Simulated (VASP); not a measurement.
A run of VASP 6.6.1:

Contents of POSCAR:

```
CaZnBr4
1.0
    0.0000000000      4.5188841062      4.5188841062
    4.5188841062      0.0000000000      4.5188841062
    4.5188841062      4.5188841062      0.0000000000
Ca Zn Br
1 1 4
Direct
    0.0000000000      0.0000000000      0.0000000000
    0.2500000000      0.2500000000      0.2500000000
    0.6253664383      0.1239006851      0.6253664383
    0.6253664383      0.6253664383      0.6253664383
    0.1239006851      0.6253664383      0.6253664383
    0.6253664383      0.6253664383      0.1239006851
```

INCAR.step1

```
ALGO     = Normal         # electronic algorithm
EDIFF    = 1E-6           # SCF threshold, eV
ENCUT    = 520            # plane-wave cutoff, eV
GGA      = PE             # functional
ISIF     = 2              # what is computed and relaxed
ISMEAR   = 0              # smearing method
LASPH    = True           # aspherical terms in the spheres
LCHARG   = True           # write CHGCAR
LREAL    = False          # projectors in reciprocal space
LWAVE    = False          # write WAVECAR
NBANDS   = 34             # bands
NELM     = 80             # most SCF steps
PREC     = Accurate       # precision mode
SIGMA    = 0.1            # smearing width, eV
```

KPOINTS.step1

```
k-points
0
Gamma
  8 8 8
```

File INCAR.step2:

```
ALGO     = Normal         # electronic algorithm
EDIFF    = 1E-6           # SCF threshold, eV
ENCUT    = 520            # plane-wave cutoff, eV
GGA      = PE             # functional
ICHARG   = 11             # starting density
ISIF     = 2              # what is computed and relaxed
ISMEAR   = -5             # smearing method
LASPH    = True           # aspherical terms in the spheres
LCHARG   = False          # write CHGCAR
LORBIT   = 11             # projections on sites
LREAL    = False          # projectors in reciprocal space
LWAVE    = False          # write WAVECAR
NBANDS   = 34             # bands
NEDOS    = 2001           # points of the DOS
NELM     = 80             # most SCF steps
PREC     = Accurate       # precision mode
SIGMA    = 0.1            # smearing width, eV
```

The input KPOINTS.step2:

```
k-points
0
Gamma
  12 12 12
```

Potentials or basis: VASP PAW PBE potentials, release 64 (Ca_sv, Zn, Br).

Command:

```console
$ cat potpaw_PBE.64/Ca_sv/POTCAR potpaw_PBE.64/Zn/POTCAR potpaw_PBE.64/Br/POTCAR > POTCAR
$ cp INCAR.step1 INCAR
$ cp KPOINTS.step1 KPOINTS
$ mpirun -np 1 vasp_std > vasp.out
$ cp INCAR.step2 INCAR
$ cp KPOINTS.step2 KPOINTS
$ mpirun -np 1 vasp_std > vasp.out
```

Hardware: 1 thread of Intel Xeon 8259CL (shared host).

**Question.** How long does it take, and how much memory?

**Answer.** Run time: 13 min on 1 thread of Intel Xeon 8259CL, on a shared host, peak memory 0.6 GiB. Counts: k points 72.
